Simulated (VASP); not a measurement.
Input of a VASP 6.6.1 run:

File INCAR:

```
PREC     = Accurate       # precision mode
ENCUT    = 520            # plane-wave cutoff, eV
EDIFF    = 1E-6           # SCF threshold, eV
ISMEAR   = 0              # smearing method
SIGMA    = 0.1            # smearing width, eV
LREAL    = F              # projectors in reciprocal space
LASPH    = T              # aspherical terms in the spheres
NELM     = 80             # most SCF steps
ALGO     = Normal         # electronic algorithm
ISIF     = 2              # what is computed and relaxed
LWAVE    = F              # write WAVECAR
LCHARG   = F              # write CHGCAR
LDIPOL   = T            
IDIPOL   = 3            
DIPOL    = 0.5 0.5 0.500
GGA      = PE             # functional
NBANDS   = 16             # bands
EFIELD   = -0.1
```

The input KPOINTS:

```
Automatic mesh
0
Gamma
  12 12 1
```

File POSCAR:

```
Al
1.0
    2.8571513840      0.0000000000      0.0000000000
   -1.4285756920      2.4743656810      0.0000000000
    0.0000000000      0.0000000000     24.3314173450
Al
5
Direct
    0.6666666667      0.3333333333      0.3082434489
    0.3333333333      0.6666666667      0.4041217245
    0.0000000000      0.0000000000      0.5000000000
    0.6666666667      0.3333333333      0.5958782755
    0.3333333333      0.6666666667      0.6917565511
```

Potentials or basis: VASP PAW PBE potentials, release 64 (Al).

The run is started by

```sh
$ cat potpaw_PBE.64/Al/POTCAR > POTCAR
$ mpirun -np 1 vasp_std > vasp.out
```

**Question.** Estimate the largest force.

**Answer.** 0.106 eV/Å.

Forces in eV/Å, atoms in the order of the input:
```
Al   0.000  0.000 -0.104
Al   0.000  0.000  0.086
Al   0.000  0.000  0.001
Al   0.000  0.000 -0.088
Al   0.000  0.000  0.106
```
